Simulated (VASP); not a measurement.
Crystal: Pb.

```
CELL_PARAMETERS angstrom
0.00000 2.52121 2.52121
2.52121 0.00000 2.52121
2.52121 2.52121 0.00000
ATOMIC_POSITIONS crystal
Pb 0.00000 0.00000 0.00000
```

Base run:

| Quantity | Value |
| --- | --- |
| Program | VASP 6.6.1 |
| Functional | PBE |
| Potentials or basis | VASP PAW PBE potentials, release 64 (Pb_d) |
| Cutoff | 520 eV |
| k mesh | 8 × 8 × 8 |
| Occupations | gaussian, width 0.05 eV |
| Spin | no spin polarisation |

Its results: band gap on the k mesh zero (band 7 reaches 13.66 eV, above the bottom of band 8 at 5.41 eV); pressure -0.1 GPa.

**Question.** The run is repeated on the same cell with these changes: functional from PBE to r2SCAN; k mesh from 8 × 8 × 8 to 14 × 14 × 14. What comes out?

**Answer.** Band gap on the k mesh zero (band 7 reaches 13.89 eV, above the bottom of band 8 at 5.14 eV); pressure -1.1 GPa.

Several settings changed at once, so the effect can't be laid on one alone.

Caveats: spin-orbit coupling is left out, which moves the levels of the heavy elements; the PAW data sets were made with another functional, which shifts forces and pressure a little (some runs).
